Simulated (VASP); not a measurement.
# NaCl (F-43m) in VASP: a series of runs

Runs on NaCl. Level: PBE. Tasks: single point.

All numbers are computed with VASP 6.6.1; they aren't measurements. Logs are shortened: lines on timing, memory, paths and dates and some standing lists are left out, and cuts for length are marked.

### 1 The cell of the first run

Symmetry: F-43m, No. 216, cubic system. The conventional cell has a = 6.175 Å, b = 6.175 Å, c = 6.175 Å, α = 90.00°, β = 90.00°, γ = 90.00°. Na (site symmetry -43m) has 4 Cl at 2.67 Å within 3.5 Å. Cl (site symmetry -43m) has 4 Na at 2.67 Å within 3.5 Å.

### 2 Single point, PBE

File INCAR:

```
SYSTEM = NaCl
PREC = Accurate
ENCUT = 520
EDIFF = 1E-7
ISMEAR = 0
SIGMA = 0.01
LREAL = .False.
LASPH = .True.
NELM = 100
ALGO = Normal
ISIF = 2
LWAVE = .False.
LCHARG = .False.
GGA = PE
NBANDS = 14
```

File KPOINTS:

```
Automatic mesh
0
Gamma
  4 4 4
  0 0 0
```

File POSCAR:

```
NaCl
1.0
    0.0000000000      3.0872727859      3.0872727859
    3.0872727859      0.0000000000      3.0872727859
    3.0872727859      3.0872727859      0.0000000000
Na Cl
1 1
Direct
    0.0000000000      0.0000000000      0.0000000000
    0.2500000000      0.2500000000      0.2500000000
```

Potentials or basis: VASP PAW PBE potentials, release 64 (Na_pv, Cl).

The run is started by

```bash
$ cat potpaw_PBE.64/Na_pv/POTCAR potpaw_PBE.64/Cl/POTCAR > POTCAR
$ mpirun -np 1 vasp_std > vasp.out
```

OUTCAR:

```text
SYSTEM = NaCl
   PREC = Accurate
   ENCUT = 520
   EDIFF = 1E-7
   ISMEAR = 0
   LREAL = .False.
   LASPH = .True.
   NELM = 100
   ISIF = 2
   GGA = PE

 ion  position               nearest neighbor table
   1  0.000  0.000  0.000-   2 2.67   2 2.67   2 2.67   2 2.67
   2  0.250  0.250  0.250-   1 2.67   1 2.67   1 2.67   1 2.67

  LATTYP: Found a face centered cubic cell.
 ALAT       =     6.1745455718

  Lattice vectors:

 A1 = (   0.0000000000,   3.0872727859,   3.0872727859)
 A2 = (   3.0872727859,   0.0000000000,   3.0872727859)
 A3 = (   3.0872727859,   3.0872727859,   0.0000000000)

Analysis of symmetry for initial positions (statically):
=====================================================================
 Subroutine PRICEL returns:
 Original cell was already a primitive cell.

 Routine SETGRP: Setting up the symmetry group for a
 face centered cubic supercell.

 Subroutine GETGRP returns: Found 24 space group operations
 (whereof 24 operations were pure point group operations)
 out of a pool of 48 trial point group operations.

The static configuration has the point symmetry T_d .

Analysis of symmetry for dynamics (positions and initial velocities):
=====================================================================
 Subroutine PRICEL returns:
 Original cell was already a primitive cell.

 Routine SETGRP: Setting up the symmetry group for a
 face centered cubic supercell.

 Subroutine GETGRP returns: Found 24 space group operations
 (whereof 24 operations were pure point group operations)
 out of a pool of 48 trial point group operations.

The dynamic configuration has the point symmetry T_d .

 Subroutine INISYM returns: Found 24 space group operations
 (whereof 24 operations are pure point group operations),
 and found     1 'primitive' translations

----------------------------------------------------------------------------------------

                                     Primitive cell

  volume of cell :      58.8512

  direct lattice vectors                    reciprocal lattice vectors
     0.000000000  3.087272786  3.087272786    -0.161955238  0.161955238  0.161955238
     3.087272786  0.000000000  3.087272786     0.161955238 -0.161955238  0.161955238
     3.087272786  3.087272786  0.000000000     0.161955238  0.161955238 -0.161955238

  length of vectors
     4.366063045  4.366063045  4.366063045     0.280514701  0.280514701  0.280514701

  position of ions in fractional coordinates (direct lattice)
     0.000000000  0.000000000  0.000000000
     0.250000000  0.250000000  0.250000000

  ion indices of the primitive-cell ions
   primitive index   ion index
                 1           1
                 2           2

----------------------------------------------------------------------------------------

 KPOINTS: Automatic mesh

Automatic generation of k-mesh.
 Grid dimensions read from file:
 generate k-points for:    4    4    4

 Generating k-lattice:

  Cartesian coordinates                     Fractional coordinates (reciprocal lattice)
    -0.040488810  0.040488810  0.040488810     0.250000000  0.000000000  0.000000000
     0.040488810 -0.040488810  0.040488810     0.000000000  0.250000000  0.000000000
     0.040488810  0.040488810 -0.040488810     0.000000000  0.000000000  0.250000000

  Length of vectors
     0.070128675  0.070128675  0.070128675

  Shift w.r.t. Gamma in fractional coordinates (k-lattice)
     0.000000000  0.000000000  0.000000000

 Subroutine IBZKPT returns following result:
 ===========================================

 Found      8 irreducible k-points:

 Following reciprocal coordinates:
            Coordinates               Weight
  0.000000  0.000000  0.000000      1.000000
  0.250000  0.000000  0.000000      8.000000
  0.500000  0.000000  0.000000      4.000000
  0.250000  0.250000  0.000000      6.000000
  0.500000  0.250000  0.000000     24.000000
 -0.250000  0.250000  0.000000     12.000000
  0.500000  0.500000  0.000000      3.000000
 -0.250000  0.500000  0.250000      6.000000
   k-points           NKPTS =      8   k-points in BZ     NKDIM =      8   number of bands    NBANDS=     14
   number of dos      NEDOS =    301   number of ions     NIONS =      2
   total plane-waves  NPLWV =  32768
   dimension x,y,z NGX =    32 NGY =   32 NGZ =   32
   dimension x,y,z NGXF=    64 NGYF=   64 NGZF=   64
   ions per type =               1   1
   NGX,Y,Z   is equivalent  to a cutoff of  12.18, 12.18, 12.18 a.u.
   NGXF,Y,Z  is equivalent  to a cutoff of  24.37, 24.37, 24.37 a.u.
 SYSTEM =  NaCl
   PREC   = accura    normal or accurate (medium, high low for compatibility)
   ISTART =      0    job   : 0-new  1-cont  2-samecut
   ICHARG =      2    charge: 1-file 2-atom 10-const
   ISPIN  =      1    spin polarized calculation?
   LNONCOLLINEAR =      F non collinear calculations
   LSORBIT =      F    spin-orbit coupling
   LASPH  =      T    aspherical Exc in radial PAW
   ENCUT  =  520.0 eV  38.22 Ry    6.18 a.u.   8.12  8.12  8.12*2*pi/ulx,y,z
   NELM   =    100;   NELMIN=  2; NELMDL= -5     # of ELM steps
   EDIFF  = 0.1E-06   stopping-criterion for ELM
   LREAL  =      F    real-space projection
   EDIFFG = 0.1E-05   stopping-criterion for IOM
   NSW    =      0    number of steps for IOM
   IBRION =     -1    ionic relax: 0-MD 1-quasi-New 2-CG
   NFREE  =      0    steps in history (QN), initial steepest desc. (CG)
   ISIF   =      2    stress and relaxation
   ISYM   =      2    0-nonsym 1-usesym 2-fastsym
   POTIM  = 0.5000    time-step for ionic-motion
   TEBEG  =    0.0;   TEEND  =   0.0 temperature during run
   PSTRESS=    0.0 pullay stress
   NELECT =      14.0000    total number of electrons
   NUPDOWN=      -1.0000    fix difference up-down
   EMIN   =  10.00;   EMAX   =-10.00  energy-range for DOS
   EFERMI =   0.00;   METHOD = LEGACY
   ISMEAR =     0;   SIGMA  =   0.01  broadening in eV -4-tet -1-fermi 0-gaus
   EFERMI_NEDOS =   21; number of points for ismear=-14 and -15
   IALGO  =     38    algorithm
   IMIX   =      4    mixing-type and parameters
     AMIX     =   0.40;   BMIX     =  1.00
     AMIX_MAG =   1.60;   BMIX_MAG =  1.00
  volume/ion in A,a.u.               =      29.43       198.57
  Fermi-wavevector in a.u.,A,eV,Ry     =   1.014376  1.916894 13.999846  1.028960
  Thomas-Fermi vector in A             =   2.147600
   LORBIT       =      0    0 simple, 1 ext, 2 COOP (PROOUT), +10 PAW based schemes
   GGA     = PE    functional components
   LHFCALC =     F    Hartree Fock is set to
   AEXX    =    0.0000 exact exchange contribution
   IVDW    =     0    specifies the selected vdW correction
   LEPSILON=     F    determine dielectric tensor
   LRPA    =     F    only Hartree local field effects (RPA)
 non-spin polarized calculation
 Gauss-broadening in eV      SIGMA  =   0.01
  energy-cutoff  :      520.00
  volume of cell :       58.85
 maximum number of plane-waves:      1604
   NGX = 17   NGY = 17   NGZ = 17

 number of electron      13.9999997 magnetization

 Free energy of the ion-electron system (eV)
  ---------------------------------------------------
  ext. energy  EPLUGINS =         0.00000000
  ---------------------------------------------------
  free energy    TOTEN  =        -6.63745956 eV

  energy without entropy =       -6.63745956  energy(sigma->0) =       -6.63745956

 E-fermi :  -2.3445     XC(G=0):  -6.8565

 val. band max:       -2.4002659950   @ k =   0.0000   0.0000   0.0000
 cond. band min:       2.5404017145   @ k =   0.0000   0.0000   0.0000
 fundamental gap:      4.9406677095
 Fermi energy:        -2.3445238178

 k-point     1 :       0.0000    0.0000    0.0000
  band No.  band energies     occupation
      1     -23.0005      2.00000
      2     -23.0005      2.00000
      3     -23.0005      2.00000
      4     -14.5193      2.00000
      5      -2.4003      2.00000
      6      -2.4003      2.00000
      7      -2.4003      2.00000
      8       2.5404      0.00000
      9       8.8244      0.00000
     10       8.8244      0.00000
     11       8.8244      0.00000
     12      10.6017      0.00000
     13      10.6017      0.00000
     14      13.0431      0.00000

 k-point     2 :       0.2500    0.0000    0.0000
  band No.  band energies     occupation
      1     -23.0077      2.00000
      2     -23.0013      2.00000
      3     -23.0013      2.00000
      4     -14.4473      2.00000
      5      -2.9944      2.00000
      6      -2.4474      2.00000
      7      -2.4474      2.00000
      8       3.7509      0.00000
      9       7.6619      0.00000
     10       8.7792      0.00000
     11       8.7792      0.00000
     12      10.3780      0.00000
     13      10.3780      0.00000
     14      11.6395      0.00000

 k-point     3 :       0.5000    0.0000    0.0000
  band No.  band energies     occupation
      1     -23.0148      2.00000
      2     -23.0021      2.00000
      3     -23.0021      2.00000
      4     -14.3739      2.00000
      5      -3.4589      2.00000
      6      -2.4930      2.00000
      7      -2.4930      2.00000
      8       5.1763      0.00000
      9       6.5168      0.00000
     10       8.2578      0.00000
     11       8.2578      0.00000
     12      11.9626      0.00000
     13      12.4777      0.00000
     14      12.4777      0.00000

 k-point     4 :       0.2500    0.2500    0.0000
  band No.  band energies     occupation
      1     -23.0083      2.00000
      2     -23.0024      2.00000
      3     -23.0024      2.00000
      4     -14.4238      2.00000
      5      -2.9795      2.00000
      6      -2.5547      2.00000
      7      -2.5547      2.00000
      8       4.0397      0.00000
      9       7.5035      0.00000
     10       7.9689      0.00000
     11       9.4847      0.00000
     12       9.4847      0.00000
     13      11.4038      0.00000
     14      14.1073      0.00000

 k-point     5 :       0.5000    0.2500    0.0000
  band No.  band energies     occupation
      1     -23.0139      2.00000
      2     -23.0048      2.00000
      3     -23.0032      2.00000
      4     -14.3510      2.00000
      5      -3.2693      2.00000
      6      -2.7837      2.00000
      7      -2.5997      2.00000
      8       5.2872      0.00000
      9       6.6255      0.00000
     10       7.6946      0.00000
     11       9.2161      0.00000
     12      10.4192      0.00000
     13      12.6793      0.00000
     14      12.9806      0.00000

 k-point     6 :      -0.2500    0.2500    0.0000
  band No.  band energies     occupation
      1     -23.0120      2.00000
      2     -23.0048      2.00000
      3     -23.0021      2.00000
      4     -14.3749      2.00000
      5      -3.1818      2.00000
      6      -2.8116      2.00000
      7      -2.4950      2.00000
      8       5.1730      0.00000
      9       6.8996      0.00000
     10       7.5164      0.00000
     11       8.8784      0.00000
     12      10.3206      0.00000
     13      12.1633      0.00000
     14      12.9721      0.00000

 k-point     7 :       0.5000    0.5000    0.0000
  band No.  band energies     occupation
      1     -23.0160      2.00000
      2     -23.0043      2.00000
      3     -23.0043      2.00000
      4     -14.3275      2.00000
      5      -3.3661      2.00000
      6      -2.7006      2.00000
      7      -2.7006      2.00000
      8       4.6405      0.00000
      9       6.6708      0.00000
     10       8.2114      0.00000
     11      10.7672      0.00000
     12      10.7672      0.00000
     13      12.6742      0.00000
     14      12.8133      0.00000

 k-point     8 :      -0.2500    0.5000    0.2500
  band No.  band energies     occupation
      1     -23.0142      2.00000
      2     -23.0061      2.00000
      3     -23.0044      2.00000
      4     -14.3271      2.00000
      5      -3.0799      2.00000
      6      -3.0234      2.00000
      7      -2.7453      2.00000
      8       5.4537      0.00000
      9       7.1904      0.00000
     10       7.6649      0.00000
     11       8.2334      0.00000
     12      11.7708      0.00000
     13      11.9344      0.00000
     14      12.8422      0.00000

------------------------ aborting loop because EDIFF is reached ----------------------------------------

  FORCE on cell =-STRESS in cart. coord.  units (eV):
  Direction    XX          YY          ZZ          XY          YZ          ZX
  --------------------------------------------------------------------------------------
  -------------------------------------------------------------------------------------
  Total        0.2562341      0.2562341      0.2562341      0.0000000      0.0000000      0.0000000
  in kB        6.9757752      6.9757752      6.9757752      0.0000000      0.0000000      0.0000000
  external PRESSURE =       6.9757752 kB  Pullay stress =       0.0000000 kB

 VOLUME and BASIS-vectors are now :
 -----------------------------------------------------------------------------
  energy-cutoff  :      520.00
  volume of cell :       58.85
      direct lattice vectors                 reciprocal lattice vectors
     0.000000000  3.087272786  3.087272786    -0.161955238  0.161955238  0.161955238
     3.087272786  0.000000000  3.087272786     0.161955238 -0.161955238  0.161955238
     3.087272786  3.087272786  0.000000000     0.161955238  0.161955238 -0.161955238

 POSITION                                       TOTAL-FORCE (eV/Angst)
 -----------------------------------------------------------------------------------
      0.00000      0.00000      0.00000        -0.000000     -0.000000     -0.000000
      1.54364      1.54364      1.54364         0.000000      0.000000      0.000000
 -----------------------------------------------------------------------------------
    total drift:                                0.000002      0.000002      0.000003

  FREE ENERGIE OF THE ION-ELECTRON SYSTEM (eV)
  ---------------------------------------------------
  free  energy   TOTEN  =        -6.6374595563 eV

  energy  without entropy=       -6.6374595563  energy(sigma->0) =       -6.63745956
```

Run time: 14 s. Hardware: 1 thread of AMD EPYC 7R13, shared host; peak memory 0.14 GiB.

What came out:

```
Free energy            : -6.6375 eV
Pressure               : 0.7 GPa
Band gap on the k mesh : 4.94 eV
```

Caveat: the k points lie up to 0.44 Å⁻¹ apart; the structure was generated, so it needn't be the stable form of NaCl.

### 3 Single point, PBE

File INCAR:

```
PREC     = Accurate       # precision mode
ENCUT    = 520            # plane-wave cutoff, eV
EDIFF    = 1E-7           # SCF threshold, eV
ISMEAR   = 0              # smearing method
SIGMA    = 0.01           # smearing width, eV
LREAL    = False          # projectors in reciprocal space
LASPH    = True           # aspherical terms in the spheres
NELM     = 80             # most SCF steps
ALGO     = Normal         # electronic algorithm
ISIF     = 2              # what is computed and relaxed
LWAVE    = False          # write WAVECAR
LCHARG   = False          # write CHGCAR
GGA      = PE             # functional
NBANDS   = 14             # bands
```

File KPOINTS:

```
regular mesh
0
Gamma
  4 4 4
```

POSCAR is that of step 2.

Potentials or basis: VASP PAW PBE potentials, release 64 (Na_pv, Cl).

The run is started by

```bash
$ cat potpaw_PBE.64/Na_pv/POTCAR potpaw_PBE.64/Cl/POTCAR > POTCAR
$ mpirun -np 1 vasp_std > vasp.out
```

Run time: 14 s. Hardware: 1 thread of AMD EPYC 7R13, shared host; peak memory 0.14 GiB.

It converged, with:

```
Free energy            : -6.6375 eV
Pressure               : 0.7 GPa
Band gap on the k mesh : 4.94 eV
```

Levels at points of the mesh, in eV from the valence-band top:
| k point | band 4 | band 5 | band 6 | band 7 | band 8 | band 9 | band 10 | band 11 |
| --- | --- | --- | --- | --- | --- | --- | --- | --- |
| (0.00, 0.00, 0.00) | -12.12 | 0.00 | 0.00 | 0.00 | 4.94 | 11.22 | 11.22 | 11.22 |
| (0.50, 0.00, 0.00) | -11.97 | -1.06 | -0.09 | -0.09 | 7.58 | 8.92 | 10.66 | 10.66 |
| (0.50, 0.50, 0.00) | -11.93 | -0.97 | -0.30 | -0.30 | 7.04 | 9.07 | 10.61 | 13.17 |

Caveat: the k points lie up to 0.44 Å⁻¹ apart; the structure was generated, so it needn't be the stable form of NaCl.
